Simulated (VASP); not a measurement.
Ge2Sb2S:

```
CELL_PARAMETERS angstrom
3.24814 -5.96225 0.00000
3.24814 5.96225 0.00000
0.00000 0.00000 3.19070
ATOMIC_POSITIONS crystal
Ge 0.78619 0.78619 0.00000
Ge 0.21381 0.21381 0.00000
Sb 0.00000 0.50000 0.00000
Sb 0.50000 0.00000 0.00000
S 0.50000 0.50000 0.50000
```

The cell was generated, and may not be a known phase.

```yaml
Program: VASP 6.6.1
Task: relaxation of cell and atoms
Functional: PBE
Potentials_or_basis: VASP PAW PBE potentials, release 64 (Ge_d, Sb, S)
Cutoff: 600 eV
k_mesh: 8 × 8 × 12
Occupations: gaussian, width 0.1 eV
Spin: no spin polarisation
```

At the start: pressure -0.5 GPa; volume 24.72 Å³/atom.

Problem. Where does the relaxation end?

Solution. Over 12 steps the energy falls by 3.7 meV/atom and the volume is 24.46 Å³/atom (-1.1 %); space group Cmmm (No. 65, to 0.1 Å) before and after.

Step by step:
```csv
step,energy change (eV),largest force (eV/Å),pressure (GPa),volume (Å³)
1,0.0000,0.0009,-0.47,123.58
2,-0.0153,0.0783,0.18,122.27
3,-0.0167,0.1035,0.34,121.84
4,-0.0167,0.1092,0.36,121.73
5,-0.0186,0.0030,-0.08,122.54
6,-0.0187,0.0227,-0.12,122.42
7,-0.0186,0.0309,-0.03,122.35
8,-0.0187,0.0255,-0.01,122.37
9,-0.0187,0.0216,-0.03,122.40
10,-0.0187,0.0210,-0.02,122.41
11,-0.0187,0.0101,-0.02,122.35
12,-0.0187,0.0016,0.00,122.28
```

Final structure:
```
CELL_PARAMETERS angstrom
3.20887 -5.87863 0.00000
3.20887 5.87863 0.00000
0.00000 0.00000 3.24107
ATOMIC_POSITIONS crystal
Ge 0.78730 0.78730 0.00000
Ge 0.21270 0.21270 0.00000
Sb 0.00000 0.50000 0.00000
Sb 0.50000 0.00000 0.00000
S 0.50000 0.50000 0.50000
```
